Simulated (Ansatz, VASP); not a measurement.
Sr2Si4Bi: VASP beside Ansatz

```
Sr Si Bi
1.0
     4.22771    0.00000    0.00000
     0.00000    4.22771    0.00000
     0.00000    0.00000    9.91883
Sr Si Bi
2 4 1
Direct
  0.00000 0.00000 0.68017
  0.00000 0.00000 0.31983
  0.50000 0.50000 0.86647
  0.50000 0.50000 0.61834
  0.50000 0.50000 0.38166
  0.50000 0.50000 0.13353
  0.00000 0.00000 0.00000
```

Alike in both runs: functional PBE; dispersion D3(BJ); k mesh 10 × 10 × 4; occupations gaussian, width 0.1 eV; no spin polarisation.

Ansatz relaxed the structure, and its values are those at the end. VASP's run is a single point on that final structure, the one shown.

|  | VASP | Ansatz |
| --- | --- | --- |
| version | VASP 6.6.1 | Ansatz 0.2.0 |
| potentials or method | VASP PAW PBE potentials, release 64 (Sr_sv, Si, Bi_d), cutoff 520 eV | scalar-relativistic, plane waves, PAW |
| valence electrons in the cell | 51 | 51 |

Ansatz gave:

```
gap on the k mesh at the Fermi level (eV) : none
pressure (GPa)                            : 0.0
rms of the force components (eV/Å)        : 0.001
```

Q: Which values does VASP return?

A: gap on the k mesh at the Fermi level (eV): none; pressure (GPa): 0.1; rms of the force components (eV/Å): 0.003.

A gap of «none» marks a metal or a gap that the smearing closes.

Spin-orbit coupling is off throughout.
